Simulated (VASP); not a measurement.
CdO (Monteponite):

```
CELL_PARAMETERS angstrom
0.00000 2.33373 2.33373
2.33373 0.00000 2.33373
2.33373 2.33373 0.00000
ATOMIC_POSITIONS crystal
Cd 0.00000 0.00000 0.00000
O 0.50000 0.50000 0.50000
```

Base run:

- Program: VASP 6.6.1
- Functional: BLYP
- Dispersion: D3(BJ)
- Potentials or basis: VASP PAW PBE potentials, release 64 (Cd, O)
- Cutoff: 600 eV
- k mesh: 10 × 10 × 10
- Occupations: fermi-dirac, width 0.05 eV
- Spin: no spin polarisation

Its results: band gap on the k mesh zero (band 9 reaches 2.62 eV, above the bottom of band 10 at 2.38 eV); pressure 8.9 GPa.

**Question.** The run is repeated on the same cell with these changes: functional from BLYP to PBE; dispersion from D3(BJ) to D4. What comes out?

**Answer.** Band gap on the k mesh zero (band 9 reaches 2.23 eV, above the bottom of band 10 at 1.85 eV); pressure 7.0 GPa.

Several settings changed at once, so the effect can't be laid on one alone.

Caveats: pairwise dispersion overbinds metals, which lowers pressure and volume; the PAW data sets were made with another functional, which shifts forces and pressure a little (some runs).
